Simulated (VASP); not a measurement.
Here is a VASP 6.6.1 calculation.

The input INCAR:

```
SYSTEM = CaSe
PREC = Accurate ; ENCUT = 600
EDIFF = 1E-6 ; ISMEAR = 0
SIGMA = 0.02 ; LREAL = .False.
LASPH = .True. ; NELM = 60
ALGO = Normal ; ISIF = 3
LWAVE = .False. ; LCHARG = .False.
GGA = PS ; IBRION = 2
NSW = 70 ; EDIFFG = -0.005
```

Contents of KPOINTS:

```
Automatic mesh
0
Gamma
  8 8 8
  0 0 0
```

Contents of POSCAR:

```
CaSe
1.0
    0.0000000000      2.9793658640      2.9793658640
    2.9793658640      0.0000000000      2.9793658640
    2.9793658640      2.9793658640      0.0000000000
Ca Se
1 1
Direct
    0.0000000000      0.0000000000      0.0000000000
    0.5000000000      0.5000000000      0.5000000000
```

Potentials or basis: VASP PAW PBE potentials, release 64 (Ca_sv, Se).

Launch:

```console
$ cat potpaw_PBE.64/Ca_sv/POTCAR potpaw_PBE.64/Se/POTCAR > POTCAR
$ mpirun -np 1 vasp_std > vasp.out
```

Task: Estimate the space group after relaxing (to 0.1 Å).

Result: Fm-3m (No. 225).

Task: Predict the band gap on the k mesh.

Result: 1.88 eV (least direct gap 2.84 eV).

Task: Predict the relaxed volume.

Result: 25.37 Å³/atom.

Task: Predict the relaxed cell.

Result: a = 4.155 Å, b = 4.155 Å, c = 4.155 Å, α = 60.00°, β = 60.00°, γ = 60.00°.

Step by step:
| step | energy change (eV) | largest force (eV/Å) | pressure (GPa) | volume (Å³) |
| --- | --- | --- | --- | --- |
| 1 | 0.0000 | 0.0000 | -1.98 | 52.89 |
| 2 | -0.0134 | 0.0000 | 0.32 | 50.43 |
| 3 | -0.0138 | 0.0000 | 0.02 | 50.74 |

Caveat: the PAW data sets were made with another functional, which shifts forces and pressure a little. A k mesh can miss the band edges.
